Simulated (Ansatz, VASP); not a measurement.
One calculation of HfSb3Pb2, two programs

File INCAR:

```
SYSTEM = HfSb3Pb2
PREC     = Accurate       ! precision mode
ENCUT    = 600            ! plane-wave cutoff, eV
EDIFF    = 1E-7           ! SCF threshold, eV
ISMEAR   = 0              ! smearing method
SIGMA    = 0.1            ! smearing width, eV
LREAL    = .FALSE.        ! projectors in reciprocal space
LASPH    = .TRUE.         ! aspherical terms in the spheres
NELM     = 80             ! most SCF steps
ALGO     = Normal         ! electronic algorithm
ISIF     = 3              ! what is computed and relaxed
LWAVE    = .FALSE.        ! write WAVECAR
LCHARG   = .FALSE.        ! write CHGCAR
GGA      = PE             ! functional
IBRION   = 2              ! ionic algorithm
NSW      = 100            ! ionic steps
EDIFFG   = -0.01          ! ionic threshold
```

File KPOINTS:

```
regular mesh
0
G
  6 6 6
  0 0 0
```

The input POSCAR:

```
HfSb3Pb2
1.0
    5.8780077630      0.0000000000      0.0000000000
   -2.9390038815      5.0905040464      0.0000000000
    0.0000000000      0.0000000000      6.2536122080
Hf Sb Pb
1 3 2
Direct
    0.0000000000      0.0000000000      0.0000000000
    0.5000000000      0.0000000000      0.5000000000
    0.0000000000      0.5000000000      0.5000000000
    0.5000000000      0.5000000000      0.5000000000
    0.3333333333      0.6666666667      0.0000000000
    0.6666666667      0.3333333333      0.0000000000
```

Input for Ansatz:

```yaml
crystal:
  lattice:
    - [5.878007763, 0.0, 0.0]
    - [-2.9390038815, 5.0905040464, 0.0]
    - [0.0, 0.0, 6.253612208]
  atoms:
    - { symbol: Hf, position: [0.0, 0.0, 0.0] }
    - { symbol: Sb, position: [0.5, 0.0, 0.5] }
    - { symbol: Sb, position: [0.0, 0.5, 0.5] }
    - { symbol: Sb, position: [0.5, 0.5, 0.5] }
    - { symbol: Pb, position: [0.3333333333, 0.6666666667, 0.0] }
    - { symbol: Pb, position: [0.6666666667, 0.3333333333, 0.0] }
basis:
  ecutwfc: 420
kpoints:
  mp_grid: { grid: [6, 6, 6] }
hamiltonian:
  xc: pbe
scf:
  occupations: { method: gaussian, width: 0.1 }
output:
  forces: true
  stress: true
  eigenvalues: true
relax:
  adjacent_minimum: "off"
  f_tol: 0.01
  max_steps: 80
  cell: { stress_tol: 0.05 }
```

Change from the starting cell: species swapped into the CeZn2Ni3 type (P6/mmm, No. 191).

Alike in both runs: task relaxation of cell and atoms; functional PBE; k mesh 6 × 6 × 6; occupations gaussian, width 0.1 eV; no spin polarisation.

|  | VASP | Ansatz |
| --- | --- | --- |
| version | VASP 6.6.1 | Ansatz 0.2.0 |
| potentials or method | VASP PAW PBE potentials, release 64 (Hf_pv, Sb, Pb_d), cutoff 600 eV | scalar-relativistic, plane waves, PAW |
| valence electrons in the cell | 53 | 99 |

```csv
,VASP,Ansatz,Ansatz less VASP
"gap on the k mesh at the Fermi level, each at its own relaxed structure (eV)",none,none,-
relaxed volume (Å³/atom),30.94,31.00,+0.060
relaxed cell length with the largest relative difference (Å),5.803,5.814,+0.0113
```

A gap of «none» marks a metal or a gap that the smearing closes. VASP's potentials hold 53 valence electrons a cell and Ansatz's 99, so a difference there can come from the potentials and not from the codes.

Spin-orbit coupling is off throughout.
